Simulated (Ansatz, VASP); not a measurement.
# N: VASP beside Ansatz

File INCAR:

```
ALGO     = Normal         # electronic algorithm
EDIFF    = 1E-7           # SCF threshold, eV
EDIFFG   = -0.02          # ionic threshold
ENCUT    = 910            # plane-wave cutoff, eV
GGA      = PE             # functional
GGA_COMPAT= False        
IBRION   = 2              # ionic algorithm
ISIF     = 3              # what is computed and relaxed
ISMEAR   = 0              # smearing method
IVDW     = 12             # dispersion correction
LASPH    = True           # aspherical terms in the spheres
LCHARG   = False          # write CHGCAR
LREAL    = False          # projectors in reciprocal space
LWAVE    = False          # write WAVECAR
NELM     = 120            # most SCF steps
NELMIN   = 4            
NSW      = 90             # ionic steps
PREC     = Accurate       # precision mode
SIGMA    = 0.02           # smearing width, eV
```

Contents of KPOINTS:

```
k-points
0
Gamma
  6 6 4
```

Contents of POSCAR:

```
N
1.0
    4.0840619700      0.0000000000      0.0000000000
    0.0000000000      4.0840619700      0.0000000000
    0.0000000000      0.0000000000      5.3459132500
N
4
Direct
    0.9042752000      0.9042752000      0.0000000000
    0.5957248000      0.4042752000      0.5000000000
    0.0957248000      0.0957248000      0.0000000000
    0.4042752000      0.5957248000      0.5000000000
```

Input for Ansatz:

```yaml
crystal:
  lattice:
    - [4.08406197, 0.0, 0.0]
    - [0.0, 4.08406197, 0.0]
    - [0.0, 0.0, 5.34591325]
  atoms:
    - { symbol: "N", position: [0.9042752, 0.9042752, 0.0] }
    - { symbol: "N", position: [0.5957248, 0.4042752, 0.5] }
    - { symbol: "N", position: [0.0957248, 0.0957248, 0.0] }
    - { symbol: "N", position: [0.4042752, 0.5957248, 0.5] }
basis:
  ecutwfc: 420
kpoints:
  mp_grid: { grid: [6, 6, 4] }
hamiltonian:
  xc: pbe
  dispersion: d3bj
scf:
  occupations: { method: gaussian, width: 0.02 }
output:
  forces: true
  stress: true
  eigenvalues: true
relax:
  adjacent_minimum: "off"
  f_tol: 0.02
  max_steps: 70
  cell: { stress_tol: 0.03 }
```

Alike in both runs: task relaxation of cell and atoms; functional PBE; dispersion D3(BJ); k mesh 6 × 6 × 4; occupations gaussian, width 0.02 eV; no spin polarisation.

```csv
,VASP,Ansatz
version,VASP 6.6.1,Ansatz 0.2.0
potentials or method,"VASP PAW PBE potentials, release 64 (N_h), cutoff 910 eV","scalar-relativistic, plane waves, PAW"
valence electrons in the cell,20,20
```

```tsv
	VASP	Ansatz	Ansatz less VASP
gap on the k mesh at the Fermi level, each at its own relaxed structure (eV)	6.88	6.98	+0.100
relaxed volume (Å³/atom)	21.30	22.31	+1.016
relaxed cell length with the largest relative difference (Å)	4.024	4.095	+0.0704
```

Noted on VASP's run: the cutoff is short for stress, so the pressure is rough.
